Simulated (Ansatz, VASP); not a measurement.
# In3SbAs2: VASP beside Ansatz

```
In Sb As
1.0
     6.37996    0.00000    0.00000
     0.00000    3.08968    0.00000
    -2.31129    0.00000    7.83070
In Sb As
3 1 2
Direct
  0.66667 0.00000 0.66667
  0.33333 0.00000 0.33333
  0.00000 0.00000 0.00000
  0.00000 0.25000 0.50000
  0.66667 0.25000 0.16667
  0.33333 0.25000 0.83333
```

Alike in both runs: task single point; functional PBE; k mesh 4 × 6 × 2; occupations gaussian, width 0.1 eV; no spin polarisation.

|  | VASP | Ansatz |
| --- | --- | --- |
| version | VASP 6.6.1 | Ansatz 0.2.0 |
| potentials or method | VASP PAW PBE potentials, release 64 (In_d, Sb, As), cutoff 520 eV | scalar-relativistic, plane waves, PAW |
| valence electrons in the cell | 54 | 84 |

```csv
,VASP,Ansatz,Ansatz less VASP
gap on the k mesh at the Fermi level (eV),none,none,-
pressure (GPa),0.6,0.7,+0.02
"traceless stress, the component that is largest in VASP (GPa)",-4.07,-4.06,+0.003
rms of the force components (eV/Å),0.235,0.235,+0.0004
```

Atom by atom the forces differ by 0.001 eV/Å (rms over components). A gap of «none» marks a metal or a gap that the smearing closes. The functional is the same, so the differences come from potentials, cutoffs and numerics. VASP's potentials hold 54 valence electrons a cell and Ansatz's 84, so a difference there can come from the potentials and not from the codes.

The k mesh is coarse, so the values compare programs but aren't converged. Spin-orbit coupling is off throughout.
